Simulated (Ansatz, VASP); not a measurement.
**Ga in VASP and in Ansatz**

File INCAR:

```
SYSTEM = Ga
  PREC = Accurate
  ENCUT = 520
  EDIFF = 1E-7
  ISMEAR = 0
  SIGMA = 0.1
  LREAL = .False.
  LASPH = .True.
  NELM = 80
  ALGO = Fast
  ISIF = 2
  LWAVE = .False.
  LCHARG = .False.
  GGA = PS
  NBANDS = 34
```

The input KPOINTS:

```
regular mesh
0
Gamma
  12 12 10
  0 0 0
```

The input POSCAR:

```
Ga
1.0
    2.3174623390     -3.8083335680      0.0000000000
    2.3174623390      3.8083335680      0.0000000000
    0.0000000000      0.0000000000      4.5110541250
Ga
4
Direct
    0.1516586153      0.8483413847      0.1338318218
    0.6516586153      0.3483413847      0.3661681782
    0.8483413847      0.1516586153      0.8661681782
    0.3483413847      0.6516586153      0.6338318218
```

Input for Ansatz:

```yaml
crystal:
  lattice:
    - [2.317462339, -3.808333568, 0.0]
    - [2.317462339, 3.808333568, 0.0]
    - [0.0, 0.0, 4.511054125]
  atoms:
    - { symbol: Ga, position: [0.1516586153, 0.8483413847, 0.1338318218] }
    - { symbol: Ga, position: [0.6516586153, 0.3483413847, 0.3661681782] }
    - { symbol: Ga, position: [0.8483413847, 0.1516586153, 0.8661681782] }
    - { symbol: Ga, position: [0.3483413847, 0.6516586153, 0.6338318218] }
basis:
  ecutwfc: 420
kpoints:
  mp_grid: { grid: [12, 12, 10] }
hamiltonian:
  xc: pbesol
scf:
  occupations: { method: gaussian, width: 0.1 }
output:
  forces: true
  stress: true
  eigenvalues: true
  populations: true
```

Alike in both runs: task single point; functional PBEsol; k mesh 12 × 12 × 10; occupations gaussian, width 0.1 eV; no spin polarisation.

|  | VASP | Ansatz |
| --- | --- | --- |
| version | VASP 6.6.1 | Ansatz 0.2.0 |
| potentials or method | VASP PAW PBE potentials, release 64 (Ga_d), cutoff 520 eV | scalar-relativistic, plane waves, PAW |
| valence electrons in the cell | 52 | 52 |

VASP gave:

```
gap on the k mesh at the Fermi level (eV)                     : none
pressure (GPa)                                                : -1.3
traceless stress, the component that is largest in VASP (GPa) : 2.64
rms of the force components (eV/Å)                            : 0.288
```

What did Ansatz give for the same quantities?

gap on the k mesh at the Fermi level (eV): none; pressure (GPa): -1.4; traceless stress, the component that is largest in VASP (GPa): 2.63; rms of the force components (eV/Å): 0.288.

VASP's potentials were made for PBE, not for PBEsol. Atom by atom the forces differ by 0.002 eV/Å (rms over components). A gap of «none» marks a metal or a gap that the smearing closes. With one functional, cell and mesh, what is left measures potentials, basis and numerics.
